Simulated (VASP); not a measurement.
# Rh (P6_3/mmc) in VASP: notebook

The runs below take Rh through single point, with PBE.

Program: VASP 6.6.1. These are calculated values, not measurements. Logs are shortened: lines on timing, memory, paths and dates and some standing lists are left out, and cuts for length are marked.

### 1 The cell of the first run

Symmetry: P6_3/mmc, No. 194, hexagonal system. The conventional cell has a = 2.694 Å, b = 2.694 Å, c = 4.369 Å, α = 90.00°, β = 90.00°, γ = 120.00°. Within 3.5 Å of Rh (site symmetry -6m2) lie 12 Rh at 2.68 to 2.69 Å.

### 2 Single point, PBE

INCAR

```
SYSTEM = Rh
PREC = Accurate ; ENCUT = 520
EDIFF = 1E-7 ; ISMEAR = -1
SIGMA = 0.05 ; LREAL = .False.
LASPH = .True. ; NELM = 80
ALGO = Normal ; ISIF = 2
LWAVE = .False. ; LCHARG = .True.
GGA = PE ; LELF = .True.
LVHAR = .True. ; NBANDS = 22
```

KPOINTS

```
Automatic mesh
0
Gamma
  11 11 6
  0 0 0
```

POSCAR

```
Rh
1.0
    2.6940693954      0.0000000000      0.0000000000
   -1.3470346977      2.3331325361      0.0000000000
    0.0000000000      0.0000000000      4.3686372171
Rh
2
Direct
    0.3333333333      0.6666666667      0.2500000000
    0.6666666667      0.3333333333      0.7500000000
```

Potentials or basis: VASP PAW PBE potentials, release 64 (Rh_pv).

On the command line:

```bash
$ cat potpaw_PBE.64/Rh_pv/POTCAR > POTCAR
$ mpirun -np 1 vasp_std > vasp.out
```

OUTCAR:

```text
SYSTEM = Rh
   PREC = Accurate
   ENCUT = 520
   EDIFF = 1E-7
   ISMEAR = -1
   LREAL = .False.
   LASPH = .True.
   NELM = 80
   ISIF = 2
   GGA = PE

 ion  position               nearest neighbor table
   1  0.333  0.667  0.250-   2 2.68   2 2.68   2 2.68   2 2.68   2 2.68   2 2.68
   2  0.667  0.333  0.750-   1 2.68   1 2.68   1 2.68   1 2.68   1 2.68   1 2.68

  LATTYP: Found a hexagonal cell.
 ALAT       =     2.6940693954
 C/A-ratio  =     1.6215756077

  Lattice vectors:

 A1 = (   2.6940693954,   0.0000000000,   0.0000000000)
 A2 = (  -1.3470346977,   2.3331325361,   0.0000000000)
 A3 = (   0.0000000000,   0.0000000000,   4.3686372171)

Analysis of symmetry for initial positions (statically):
=====================================================================
 Subroutine PRICEL returns:
 Original cell was already a primitive cell.

 Routine SETGRP: Setting up the symmetry group for a
 hexagonal supercell.

 Subroutine GETGRP returns: Found 24 space group operations
 (whereof 12 operations were pure point group operations)
 out of a pool of 24 trial point group operations.

The static configuration has the point symmetry D_3d.
 The point group associated with its full space group is D_6h.

Analysis of symmetry for dynamics (positions and initial velocities):
=====================================================================
 Subroutine PRICEL returns:
 Original cell was already a primitive cell.

 Routine SETGRP: Setting up the symmetry group for a
 hexagonal supercell.

 Subroutine GETGRP returns: Found 24 space group operations
 (whereof 12 operations were pure point group operations)
 out of a pool of 24 trial point group operations.

The dynamic configuration has the point symmetry D_3d.
 The point group associated with its full space group is D_6h.

 Subroutine INISYM returns: Found 24 space group operations
 (whereof 12 operations are pure point group operations),
 and found     1 'primitive' translations

----------------------------------------------------------------------------------------

                                     Primitive cell

  volume of cell :      27.4596

  direct lattice vectors                    reciprocal lattice vectors
     2.694069395  0.000000000  0.000000000     0.371185687  0.214304156  0.000000000
    -1.347034698  2.333132536  0.000000000     0.000000000  0.428608313  0.000000000
     0.000000000  0.000000000  4.368637217     0.000000000  0.000000000  0.228904336

[... 73 lines left out ...]
 SYSTEM =  Rh
   PREC   = accura    normal or accurate (medium, high low for compatibility)
   ISTART =      0    job   : 0-new  1-cont  2-samecut
   ICHARG =      2    charge: 1-file 2-atom 10-const
   ISPIN  =      1    spin polarized calculation?
   LNONCOLLINEAR =      F non collinear calculations
   LSORBIT =      F    spin-orbit coupling
   LASPH  =      T    aspherical Exc in radial PAW
   ENCUT  =  520.0 eV  38.22 Ry    6.18 a.u.   5.01  5.01  8.12*2*pi/ulx,y,z
   NELM   =     80;   NELMIN=  2; NELMDL= -5     # of ELM steps
   EDIFF  = 0.1E-06   stopping-criterion for ELM
   LREAL  =      F    real-space projection
   EDIFFG = 0.1E-05   stopping-criterion for IOM
   NSW    =      0    number of steps for IOM
   IBRION =     -1    ionic relax: 0-MD 1-quasi-New 2-CG
   NFREE  =      0    steps in history (QN), initial steepest desc. (CG)
   ISIF   =      2    stress and relaxation
   ISYM   =      2    0-nonsym 1-usesym 2-fastsym
   POTIM  = 0.5000    time-step for ionic-motion
   TEBEG  =    0.0;   TEEND  =   0.0 temperature during run
   PSTRESS=    0.0 pullay stress
   NELECT =      30.0000    total number of electrons
   NUPDOWN=      -1.0000    fix difference up-down
   EMIN   =  10.00;   EMAX   =-10.00  energy-range for DOS
   EFERMI =   0.00;   METHOD = LEGACY
   ISMEAR =    -1;   SIGMA  =   0.05  broadening in eV -4-tet -1-fermi 0-gaus
   EFERMI_NEDOS =   21; number of points for ismear=-14 and -15
   IALGO  =     38    algorithm
   IMIX   =      4    mixing-type and parameters
     AMIX     =   0.40;   BMIX     =  1.00
     AMIX_MAG =   1.60;   BMIX_MAG =  1.00
  volume/ion in A,a.u.               =      13.73        92.65
  Fermi-wavevector in a.u.,A,eV,Ry     =   1.686102  3.186271 38.680549  2.842940
  Thomas-Fermi vector in A             =   2.768827
   LORBIT       =      0    0 simple, 1 ext, 2 COOP (PROOUT), +10 PAW based schemes
   GGA     = PE    functional components
   LHFCALC =     F    Hartree Fock is set to
   AEXX    =    0.0000 exact exchange contribution
   IVDW    =     0    specifies the selected vdW correction
   LEPSILON=     F    determine dielectric tensor
   LRPA    =     F    only Hartree local field effects (RPA)
 non-spin polarized calculation
  energy-cutoff  :      520.00
  volume of cell :       27.46
 maximum number of plane-waves:       764
 NGX is ok and might be reduce to    20
   NGX =  9   NGY =  9   NGZ = 17

 number of electron      30.0000009 magnetization

 Free energy of the ion-electron system (eV)
  ---------------------------------------------------
  ext. energy  EPLUGINS =         0.00000000
  ---------------------------------------------------
  free energy    TOTEN  =       -14.43238639 eV

  energy without entropy =      -14.40425180  energy(sigma->0) =      -14.41831910

 E-fermi :  12.0139     XC(G=0): -14.0391

 val. band max:       12.0000214208   @ k =   0.3636   0.1818   0.3333
 cond. band min:      12.0181094198   @ k =   0.0909   0.0909   0.3333
 fundamental gap:      0.0180879991
 Fermi energy:        12.0139281595

 k-point     1 :       0.0000    0.0000    0.0000
  band No.  band energies     occupation
      1     -35.1886      2.00000
      2     -34.5349      2.00000
      3     -34.5349      2.00000
      4     -34.4400      2.00000
      5     -34.4289      2.00000
      6     -34.4289      2.00000
[... 589 lines left out ...]
     21      28.2788      0.00000
     22      29.4979      0.00000

 [... further k-points ...]
[... 5 lines left out ...]
  --------------------------------------------------------------------------------------
  -------------------------------------------------------------------------------------
  Total        1.3190766      1.3190766      1.1304666      0.0000000     -0.0000000      0.0000000
  in kB       76.9637883     76.9637883     65.9590151      0.0000000     -0.0000000      0.0000000
  external PRESSURE =      73.2955306 kB  Pullay stress =       0.0000000 kB

 VOLUME and BASIS-vectors are now :
 -----------------------------------------------------------------------------
  energy-cutoff  :      520.00
  volume of cell :       27.46
      direct lattice vectors                 reciprocal lattice vectors
     2.694069395  0.000000000  0.000000000     0.371185687  0.214304156  0.000000000
    -1.347034698  2.333132536  0.000000000     0.000000000  0.428608313  0.000000000
     0.000000000  0.000000000  4.368637217     0.000000000  0.000000000  0.228904336

 POSITION                                       TOTAL-FORCE (eV/Angst)
 -----------------------------------------------------------------------------------
     -0.00000      1.55542      1.09216         0.000000     -0.000000      0.000000
      1.34703      0.77771      3.27648         0.000000      0.000000      0.000000
 -----------------------------------------------------------------------------------
    total drift:                                0.000000     -0.000000      0.000000

  FREE ENERGIE OF THE ION-ELECTRON SYSTEM (eV)
  ---------------------------------------------------
  free  energy   TOTEN  =       -14.4323863945 eV

  energy  without entropy=      -14.4042518046  energy(sigma->0) =      -14.41831910
```

stdout:

```text
POSCAR found type information on POSCAR Rh
 POSCAR found :  1 types and       2 ions
 scaLAPACK will be used
 LDA part: xc-table for (Slater+PW92), standard interpolation
 POSCAR, INCAR and KPOINTS ok, starting setup
 FFT: planning ... GRIDC
 FFT: planning ... GRID_SOFT
 FFT: planning ... GRID
 WAVECAR not read
 entering main loop
```

Run time: 18 s. Hardware: 1 thread of Intel Xeon Platinum 8488C (Sapphire Rapids), shared host; peak memory 0.15 GiB.

What came out:

| Item | Value |
| --- | --- |
| Free energy | -14.4324 eV |
| Pressure | 7.3 GPa |
| Band gap on the k mesh | zero (band 15 reaches 12.64 eV, above the bottom of band 16 at 10.28 eV) |

Levels at points of the mesh, in eV from the Fermi level:
| k point | band 12 | band 13 | band 14 | band 15 | band 16 | band 17 | band 18 | band 19 |
| --- | --- | --- | --- | --- | --- | --- | --- | --- |
| (0.00, 0.00, 0.00) | -2.51 | -2.51 | -1.89 | -1.89 | 0.15 | 0.15 | 0.71 | 8.62 |
| (0.00, 0.00, 0.50) | -3.14 | -3.14 | -3.14 | -0.43 | -0.43 | -0.43 | -0.43 | 14.84 |

### 3 Single point, PBE

This run uses another cell than the first one, of 14.02 Å³/atom, 1.021 times its volume.

INCAR

```
SYSTEM = Rh
ALGO = Normal
EDIFF = 1E-7
ENCUT = 520
GGA = PE
ISIF = 2
ISMEAR = -1
LASPH = .True.
LCHARG = .False.
LREAL = .False.
LWAVE = .False.
NBANDS = 22
NELM = 80
PREC = Accurate
SIGMA = 0.05
```

KPOINTS

```
k-points
0
Gamma
  11 11 6
  0 0 0
```

POSCAR

```
Rh
1.0
    2.7126497715      0.0000000000      0.0000000000
   -1.3563248858      2.3492236138      0.0000000000
    0.0000000000      0.0000000000      4.3987667018
Rh
2
Direct
    0.3333333333      0.6666666667      0.2500000000
    0.6666666667      0.3333333333      0.7500000000
```

Potentials or basis: VASP PAW PBE potentials, release 64 (Rh_pv).

On the command line:

```bash
$ cat potpaw_PBE.64/Rh_pv/POTCAR > POTCAR
$ mpirun -np 1 vasp_std > vasp.out
```

Wall time 23 s (1 thread of Intel Xeon Platinum 8488C (Sapphire Rapids), shared host); peak memory 0.16 GiB.

Results (log left out):

```yaml
Free_energy: -14.4485 eV
Pressure: 1.6 GPa
Band_gap_on_the_k_mesh: zero (band 15 reaches 12.24 eV, above the bottom of band 16 at 9.96 eV)
```

Stress tensor (GPa, compression positive):
```
2.02 0.00 0.00
0.00 2.02 0.00
0.00 0.00 0.82
```

Levels at points of the mesh, in eV from the Fermi level:
```tsv
k point	band 12	band 13	band 14	band 15	band 16	band 17	band 18	band 19
(0.00, 0.00, 0.00)	-2.43	-2.43	-1.83	-1.83	0.14	0.14	0.73	8.42
(0.00, 0.00, 0.50)	-3.04	-3.04	-3.04	-0.42	-0.42	-0.42	-0.42	14.75
```
